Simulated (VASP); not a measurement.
# MgS in VASP: notebook

MgS is run at these levels: LDA; tasks: single point.

Everything below comes from runs of VASP 6.6.1. Logs are shortened: lines on timing, memory, paths and dates and some standing lists are left out, and cuts for length are marked.

### 1 The cell of the first run

Symmetry: Fm-3m, No. 225, cubic system. The conventional cell has a = 5.333 Å, b = 5.333 Å, c = 5.333 Å, α = 90.00°, β = 90.00°, γ = 90.00°. Mg (site symmetry m-3m) has 6 S at 2.67 Å within 3.5 Å. S (site symmetry m-3m) has 6 Mg at 2.67 Å within 3.5 Å.

### 2 Single point, LDA (strain +0.025 along x and y, +0.025 along z)

File INCAR:

```
PREC = Accurate
ENCUT = 520
EDIFF = 1E-6
ISMEAR = 0
SIGMA = 0.05
LREAL = False
LASPH = True
NELM = 100
ALGO = Normal
ISIF = 2
LWAVE = False
LCHARG = True
LELF = True
LVHAR = True
NBANDS = 11
```

File KPOINTS:

```
regular mesh
0
Gamma
  8 8 8
```

File POSCAR:

```
MgS
1.0
    0.0000000000      2.6666912500      2.6666912500
    2.6666912500      0.0000000000      2.6666912500
    2.6666912500      2.6666912500      0.0000000000
Mg S
1 1
Direct
    0.0000000000      0.0000000000      0.0000000000
    0.5000000000      0.5000000000      0.5000000000
```

Potentials or basis: VASP PAW LDA potentials, release 64 (Mg, S).

The run is started by

```bash
> cat potpaw_LDA.64/Mg/POTCAR potpaw_LDA.64/S/POTCAR > POTCAR
> mpirun -np 1 vasp_std > vasp.out
```

OUTCAR:

```text
PREC = Accurate
   ENCUT = 520
   EDIFF = 1E-6
   ISMEAR = 0
   LREAL = False
   LASPH = True
   NELM = 100
   ISIF = 2

 ion  position               nearest neighbor table
   1  0.000  0.000  0.000-   2 2.67   2 2.67   2 2.67   2 2.67   2 2.67   2 2.67
   2  0.500  0.500  0.500-   1 2.67   1 2.67   1 2.67   1 2.67   1 2.67   1 2.67

  LATTYP: Found a face centered cubic cell.
 ALAT       =     5.3333825000

  Lattice vectors:

 A1 = (   0.0000000000,   2.6666912500,   2.6666912500)
 A2 = (   2.6666912500,   0.0000000000,   2.6666912500)
 A3 = (   2.6666912500,   2.6666912500,   0.0000000000)

Analysis of symmetry for initial positions (statically):
=====================================================================
 Subroutine PRICEL returns:
 Original cell was already a primitive cell.

 Routine SETGRP: Setting up the symmetry group for a
 face centered cubic supercell.

 Subroutine GETGRP returns: Found 48 space group operations
 (whereof 48 operations were pure point group operations)
 out of a pool of 48 trial point group operations.

The static configuration has the point symmetry O_h .

Analysis of symmetry for dynamics (positions and initial velocities):
=====================================================================
 Subroutine PRICEL returns:
 Original cell was already a primitive cell.

 Routine SETGRP: Setting up the symmetry group for a
 face centered cubic supercell.

 Subroutine GETGRP returns: Found 48 space group operations
 (whereof 48 operations were pure point group operations)
 out of a pool of 48 trial point group operations.

The dynamic configuration has the point symmetry O_h .

 Subroutine INISYM returns: Found 48 space group operations
 (whereof 48 operations are pure point group operations),
 and found     1 'primitive' translations

----------------------------------------------------------------------------------------

                                     Primitive cell

  volume of cell :      37.9270

  direct lattice vectors                    reciprocal lattice vectors
     0.000000000  2.666691250  2.666691250    -0.187498272  0.187498272  0.187498272
     2.666691250  0.000000000  2.666691250     0.187498272 -0.187498272  0.187498272
     2.666691250  2.666691250  0.000000000     0.187498272  0.187498272 -0.187498272

  length of vectors
     3.771270932  3.771270932  3.771270932     0.324756533  0.324756533  0.324756533

  position of ions in fractional coordinates (direct lattice)
     0.000000000  0.000000000  0.000000000
     0.500000000  0.500000000  0.500000000

  ion indices of the primitive-cell ions
   primitive index   ion index
                 1           1
                 2           2

----------------------------------------------------------------------------------------

 KPOINTS: regular mesh

Automatic generation of k-mesh.
 Grid dimensions read from file:
 generate k-points for:    8    8    8

 Generating k-lattice:

  Cartesian coordinates                     Fractional coordinates (reciprocal lattice)
    -0.023437284  0.023437284  0.023437284     0.125000000  0.000000000  0.000000000
     0.023437284 -0.023437284  0.023437284     0.000000000  0.125000000  0.000000000
     0.023437284  0.023437284 -0.023437284     0.000000000  0.000000000  0.125000000

  Length of vectors
     0.040594567  0.040594567  0.040594567

  Shift w.r.t. Gamma in fractional coordinates (k-lattice)
     0.000000000  0.000000000  0.000000000

 Subroutine IBZKPT returns following result:
 ===========================================

 Found     29 irreducible k-points:

 Following reciprocal coordinates:
            Coordinates               Weight
  0.000000  0.000000  0.000000      1.000000
  0.125000  0.000000  0.000000      8.000000
  0.250000  0.000000  0.000000      8.000000
  0.375000  0.000000  0.000000      8.000000
  0.500000  0.000000  0.000000      4.000000
  0.125000  0.125000  0.000000      6.000000
[... 16 lines left out ...]
  0.500000  0.250000  0.125000     48.000000
 -0.375000  0.250000  0.125000     24.000000
 [... further k-points ...]
   k-points           NKPTS =     29   k-points in BZ     NKDIM =     29   number of bands    NBANDS=     11
   number of dos      NEDOS =    301   number of ions     NIONS =      2
   total plane-waves  NPLWV =  21952
   dimension x,y,z NGX =    28 NGY =   28 NGZ =   28
   dimension x,y,z NGXF=    56 NGYF=   56 NGZF=   56
   ions per type =               1   1
   NGX,Y,Z   is equivalent  to a cutoff of  12.34, 12.34, 12.34 a.u.
   NGXF,Y,Z  is equivalent  to a cutoff of  24.69, 24.69, 24.69 a.u.
 SYSTEM =  unknown system
   PREC   = accura    normal or accurate (medium, high low for compatibility)
   ISTART =      0    job   : 0-new  1-cont  2-samecut
   ICHARG =      2    charge: 1-file 2-atom 10-const
   ISPIN  =      1    spin polarized calculation?
   LNONCOLLINEAR =      F non collinear calculations
   LSORBIT =      F    spin-orbit coupling
   LASPH  =      T    aspherical Exc in radial PAW
   ENCUT  =  520.0 eV  38.22 Ry    6.18 a.u.   7.01  7.01  7.01*2*pi/ulx,y,z
   NELM   =    100;   NELMIN=  2; NELMDL= -5     # of ELM steps
   EDIFF  = 0.1E-05   stopping-criterion for ELM
   LREAL  =      F    real-space projection
   EDIFFG = 0.1E-04   stopping-criterion for IOM
   NSW    =      0    number of steps for IOM
   IBRION =     -1    ionic relax: 0-MD 1-quasi-New 2-CG
   NFREE  =      0    steps in history (QN), initial steepest desc. (CG)
   ISIF   =      2    stress and relaxation
   ISYM   =      2    0-nonsym 1-usesym 2-fastsym
   POTIM  = 0.5000    time-step for ionic-motion
   TEBEG  =    0.0;   TEEND  =   0.0 temperature during run
   PSTRESS=    0.0 pullay stress
   NELECT =       8.0000    total number of electrons
   NUPDOWN=      -1.0000    fix difference up-down
   EMIN   =  10.00;   EMAX   =-10.00  energy-range for DOS
   EFERMI =   0.00;   METHOD = LEGACY
   ISMEAR =     0;   SIGMA  =   0.05  broadening in eV -4-tet -1-fermi 0-gaus
   EFERMI_NEDOS =   21; number of points for ismear=-14 and -15
   IALGO  =     38    algorithm
   IMIX   =      4    mixing-type and parameters
     AMIX     =   0.40;   BMIX     =  1.00
     AMIX_MAG =   1.60;   BMIX_MAG =  1.00
  volume/ion in A,a.u.               =      18.96       127.97
  Fermi-wavevector in a.u.,A,eV,Ry     =   0.974516  1.841567 12.921188  0.949680
  Thomas-Fermi vector in A             =   2.104981
   LORBIT       =      0    0 simple, 1 ext, 2 COOP (PROOUT), +10 PAW based schemes
   GGA     = CA    functional components
   LHFCALC =     F    Hartree Fock is set to
   AEXX    =    0.0000 exact exchange contribution
   IVDW    =     0    specifies the selected vdW correction
   LEPSILON=     F    determine dielectric tensor
   LRPA    =     F    only Hartree local field effects (RPA)
 non-spin polarized calculation
 Gauss-broadening in eV      SIGMA  =   0.05
  energy-cutoff  :      520.00
  volume of cell :       37.93
 maximum number of plane-waves:      1036
   NGX = 13   NGY = 13   NGZ = 13

 number of electron       8.0000001 magnetization

 Free energy of the ion-electron system (eV)
  ---------------------------------------------------
  ext. energy  EPLUGINS =         0.00000000
  ---------------------------------------------------
  free energy    TOTEN  =        -9.46787303 eV

  energy without entropy =       -9.46787303  energy(sigma->0) =       -9.46787303

 E-fermi :   3.1689     XC(G=0):  -9.6871

 val. band max:        2.9412220546   @ k =   0.0000   0.0000   0.0000
 cond. band min:       5.3388202197   @ k =   0.5000   0.5000   0.0000
 fundamental gap:      2.3975981651
 Fermi energy:         3.1689487425

 k-point     1 :       0.0000    0.0000    0.0000
  band No.  band energies     occupation
      1      -9.2976      2.00000
      2       2.9412      2.00000
      3       2.9412      2.00000
      4       2.9412      2.00000
      5       5.8812      0.00000
      6      10.8133      0.00000
      7      10.8133      0.00000
      8      10.8133      0.00000
      9      13.1184      0.00000
     10      13.1184      0.00000
     11      15.1108      0.00000

 k-point     2 :       0.1250    0.0000    0.0000
  band No.  band energies     occupation
      1      -9.1618      2.00000
      2       1.9053      2.00000
      3       2.8539      2.00000
      4       2.8539      2.00000
      5       6.7300      0.00000
      6      10.4283      0.00000
      7      11.0196      0.00000
      8      11.0196      0.00000
      9      12.3777      0.00000
     10      12.3777      0.00000
     11      14.7909      0.00000

 k-point     3 :       0.2500    0.0000    0.0000
  band No.  band energies     occupation
      1      -8.7972      2.00000
      2       0.2557      2.00000
      3       2.6623      2.00000
      4       2.6623      2.00000
      5       7.4170      0.00000
      6      10.5160      0.00000
      7      10.5160      0.00000
      8      10.7057      0.00000
      9      12.9735      0.00000
     10      12.9735      0.00000
     11      14.0671      0.00000

 k-point     4 :       0.3750    0.0000    0.0000
  band No.  band energies     occupation
      1      -8.3595      2.00000
      2      -1.0672      2.00000
      3       2.4926      2.00000
      4       2.4926      2.00000
      5       7.3081      0.00000
      6       9.8330      0.00000
      7       9.8330      0.00000
      8      11.7331      0.00000
      9      13.9460      0.00000
     10      14.8524      0.00000
     11      14.8524      0.00000
[... 239 lines left out ...]
 k-point    22 :       0.3750    0.2500    0.1250
  band No.  band energies     occupation
      1      -8.5143      2.00000
      2       0.0111      2.00000
      3       1.6161      2.00000
      4       2.3386      2.00000
      5       8.1906      0.00000
      6       9.3458      0.00000
      7       9.5998      0.00000
      8      11.6455      0.00000
      9      12.7605      0.00000
     10      15.4828      0.00000
     11      16.9365      0.00000

 k-point    23 :       0.5000    0.2500    0.1250
  band No.  band energies     occupation
      1      -8.1476      2.00000
      2      -0.7407      2.00000
      3       1.1166      2.00000
      4       2.0502      2.00000
      5       8.1538      0.00000
      6       9.0066      0.00000
      7      10.4393      0.00000
      8      11.4242      0.00000
      9      14.0708      0.00000
     10      16.5367      0.00000
     11      17.0855      0.00000

 k-point    24 :      -0.3750    0.2500    0.1250
  band No.  band energies     occupation
      1      -7.9752      2.00000
      2      -1.0859      2.00000
      3       0.9813      2.00000
      4       1.8987      2.00000
      5       8.1338      0.00000
      6       8.7259      0.00000
      7      10.9595      0.00000
      8      11.8488      0.00000
      9      14.7138      0.00000
     10      15.3905      0.00000
     11      17.8676      0.00000

 [... further k-points ...]
[... 5 lines left out ...]
  --------------------------------------------------------------------------------------
  -------------------------------------------------------------------------------------
  Total       -1.9372624     -1.9372624     -1.9372624      0.0000000      0.0000000      0.0000000
  in kB      -81.8372145    -81.8372145    -81.8372145      0.0000000      0.0000000      0.0000000
  external PRESSURE =     -81.8372145 kB  Pullay stress =       0.0000000 kB

 VOLUME and BASIS-vectors are now :
 -----------------------------------------------------------------------------
  energy-cutoff  :      520.00
  volume of cell :       37.93
      direct lattice vectors                 reciprocal lattice vectors
     0.000000000  2.666691250  2.666691250    -0.187498272  0.187498272  0.187498272
     2.666691250  0.000000000  2.666691250     0.187498272 -0.187498272  0.187498272
     2.666691250  2.666691250  0.000000000     0.187498272  0.187498272 -0.187498272

 POSITION                                       TOTAL-FORCE (eV/Angst)
 -----------------------------------------------------------------------------------
      0.00000      0.00000      0.00000         0.000000     -0.000000      0.000000
      2.66669      2.66669      2.66669        -0.000000      0.000000     -0.000000
 -----------------------------------------------------------------------------------
    total drift:                                0.000000      0.000000      0.000000

  FREE ENERGIE OF THE ION-ELECTRON SYSTEM (eV)
  ---------------------------------------------------
  free  energy   TOTEN  =        -9.4678730289 eV

  energy  without entropy=       -9.4678730289  energy(sigma->0) =       -9.46787303
```

It used 9.3 s of CPU time on 1 thread of Intel Xeon 6975P-C, on a shared host.

What came out:

```
Free energy            : -9.4679 eV
Pressure               : -8.2 GPa
Band gap on the k mesh : 2.40 eV, indirect (least direct gap 2.94 eV)
```

Levels at points of the mesh, in eV from the valence-band top:
```csv
k point,band 1,band 2,band 3,band 4,band 5,band 6,band 7,band 8
"(0.00, 0.00, 0.00)",-12.24,0.00,0.00,0.00,2.94,7.87,7.87,7.87
"(0.50, 0.00, 0.00)",-11.09,-4.53,-0.51,-0.51,4.26,6.64,6.64,9.06
"(0.50, 0.50, 0.00)",-10.76,-3.88,-1.55,-1.55,2.40,4.46,11.08,12.35
```

Caveat: the cell differs from its parent crystal (strain +0.025 along x and y, +0.025 along z). A k mesh can miss the band edges.

### 3 Single point, LDA (strain +0.050 along x and y, +0.050 along z)

File INCAR:

```
ALGO = Normal
EDIFF = 1E-6
ENCUT = 520
GGA = CA
ISIF = 2
ISMEAR = 0
LASPH = T
LCHARG = F
LREAL = F
LWAVE = F
NBANDS = 11
NELM = 80
PREC = Accurate
SIGMA = 0.05
```

File KPOINTS:

```
k-points
0
Gamma
  8 8 8
```

File POSCAR:

```
MgS
1.0
    0.0000000000      2.7317325000      2.7317325000
    2.7317325000      0.0000000000      2.7317325000
    2.7317325000      2.7317325000      0.0000000000
Mg S
1 1
Direct
    0.0000000000      0.0000000000      0.0000000000
    0.5000000000      0.5000000000      0.5000000000
```

Potentials or basis: VASP PAW LDA potentials, release 64 (Mg, S).

The run is started by

```bash
> cat potpaw_LDA.64/Mg/POTCAR potpaw_LDA.64/S/POTCAR > POTCAR
> mpirun -np 1 vasp_std > vasp.out
```

Run time: 15 s. Hardware: 1 thread of Intel Xeon 6975P-C, shared host; peak memory 0.15 GiB.

The run converged. Its results:

```
Free energy            : -9.2952 eV
Pressure               : -11.1 GPa
Band gap on the k mesh : 2.24 eV, indirect (least direct gap 2.45 eV)
```

Levels at points of the mesh, in eV from the valence-band top:
```csv
k point,band 1,band 2,band 3,band 4,band 5,band 6,band 7,band 8
"(0.00, 0.00, 0.00)",-11.89,0.00,0.00,0.00,2.45,7.88,7.88,7.88
"(0.50, 0.00, 0.00)",-10.90,-4.19,-0.45,-0.45,4.15,6.54,6.54,8.32
"(0.50, 0.50, 0.00)",-10.62,-3.54,-1.41,-1.41,2.24,4.63,10.43,11.66
```

Caveat: the cell differs from its parent crystal (strain +0.050 along x and y, +0.050 along z).

### 4 Single point, LDA (strain -0.050 along x and y, +0.000 along z)

File INCAR:

```
SYSTEM = MgS
  PREC = Accurate
  ENCUT = 520
  EDIFF = 1E-6
  ISMEAR = 0
  SIGMA = 0.05
  LREAL = .False.
  LASPH = .True.
  NELM = 100
  ALGO = Normal
  ISIF = 2
  LWAVE = .False.
  LCHARG = .False.
  NBANDS = 11
```

File KPOINTS:

```
regular mesh
0
Gamma
  8 8 8
  0 0 0
```

File POSCAR:

```
MgS
1.0
    0.0000000000      2.4715675000      2.6016500000
    2.4715675000      0.0000000000      2.6016500000
    2.4715675000      2.4715675000      0.0000000000
Mg S
1 1
Direct
    0.0000000000      0.0000000000      0.0000000000
    0.5000000000      0.5000000000      0.5000000000
```

The run is started by

```bash
> cat potpaw_LDA.64/Mg/POTCAR potpaw_LDA.64/S/POTCAR > POTCAR
> mpirun -np 1 vasp_std > vasp.out
```

Run time: 19 s. Hardware: 1 thread of Intel Xeon 6975P-C, shared host; peak memory 0.15 GiB.

It converged, with:

```
Free energy            : -9.5391 eV
Pressure               : 5.5 GPa
Band gap on the k mesh : 2.56 eV, indirect (least direct gap 4.21 eV)
```

Stress tensor (GPa, compression positive):
```
8.17 0.00 0.00
0.00 8.17 0.00
0.00 0.00 0.23
```

Levels at points of the mesh, in eV from the valence-band top:
```
           k point  band 2  band 3  band 4  band 5  band 6  band 7
(0.00, 0.00, 0.00)   -0.20   -0.20    0.00    4.21    7.26    7.83
(0.50, 0.00, 0.00)   -5.61   -0.95   -0.76    4.34    6.51    7.03
(0.50, 0.50, 0.00)   -5.00   -1.90   -1.90    2.90    3.91   12.34
(0.50, 0.00, 0.50)   -4.92   -2.40   -1.93    2.56    3.73   12.85
```

Caveat: the cell differs from its parent crystal (strain -0.050 along x and y, +0.000 along z). A k mesh can miss the band edges.

### 5 Single point, LDA (strain -0.050 along x and y, -0.025 along z)

File INCAR:

```
SYSTEM = MgS
PREC = Accurate
ENCUT = 520
EDIFF = 1E-6
ISMEAR = 0
SIGMA = 0.05
LREAL = .FALSE.
LASPH = .TRUE.
NELM = 60
ALGO = Normal
ISIF = 2
LWAVE = .FALSE.
LCHARG = .FALSE.
NBANDS = 11
```

File KPOINTS:

```
Automatic mesh
0
G
  8 8 8
  0 0 0
```

File POSCAR:

```
MgS
1.0
    0.0000000000      2.4715675000      2.5366087500
    2.4715675000      0.0000000000      2.5366087500
    2.4715675000      2.4715675000      0.0000000000
Mg S
1 1
Direct
    0.0000000000      0.0000000000      0.0000000000
    0.5000000000      0.5000000000      0.5000000000
```

The run is started by

```bash
> cat potpaw_LDA.64/Mg/POTCAR potpaw_LDA.64/S/POTCAR > POTCAR
> mpirun -np 1 vasp_std > vasp.out
```

Run time: 24 s. Hardware: 1 thread of Intel Xeon 6975P-C, shared host; peak memory 0.15 GiB.

It converged, with:

```
Free energy            : -9.5268 eV
Pressure               : 7.9 GPa
Band gap on the k mesh : 2.70 eV, indirect (least direct gap 4.51 eV)
```

Stress tensor (GPa, compression positive):
```
9.48 0.00 0.00
0.00 9.48 0.00
0.00 0.00 4.82
```

Levels at points of the mesh, in eV from the valence-band top:
| k point | band 2 | band 3 | band 4 | band 5 | band 6 | band 7 |
| --- | --- | --- | --- | --- | --- | --- |
| (0.00, 0.00, 0.00) | -0.11 | -0.11 | 0.00 | 4.51 | 7.46 | 7.75 |
| (0.50, 0.00, 0.00) | -5.70 | -0.88 | -0.78 | 4.47 | 6.67 | 6.96 |
| (0.50, 0.50, 0.00) | -5.07 | -1.99 | -1.99 | 2.88 | 3.81 | 12.85 |
| (0.50, 0.00, 0.50) | -5.02 | -2.25 | -2.01 | 2.70 | 3.71 | 13.04 |

Caveat: the cell differs from its parent crystal (strain -0.050 along x and y, -0.025 along z). A k mesh can miss the band edges.

### 6 Overview

| cell | gap on the mesh (eV) | pressure (GPa) |
| --- | --- | --- |
| a = 3.771 Å, angles 60.0°, 2 atoms | 2.40 | -8.2 |
| a = 3.863 Å, angles 60.0°, 2 atoms | 2.24 | -11.1 |
| a = 3.588, b = 3.588, c = 3.495 Å, angles 60.9, 60.9, 58.3°, 2 atoms | 2.56 | 5.5 |
| a = 3.542, b = 3.542, c = 3.495 Å, angles 60.4, 60.4, 59.1°, 2 atoms | 2.70 | 7.9 |

Alike in all rows: task single point; level LDA; potentials or basis VASP PAW LDA potentials, release 64 (Mg, S); no spin polarisation; k mesh 8 × 8 × 8; cutoff (eV) 520; smearing gaussian 0.05 eV.

Total energies depend on the potentials used, so only differences within one code and one set of settings carry meaning.
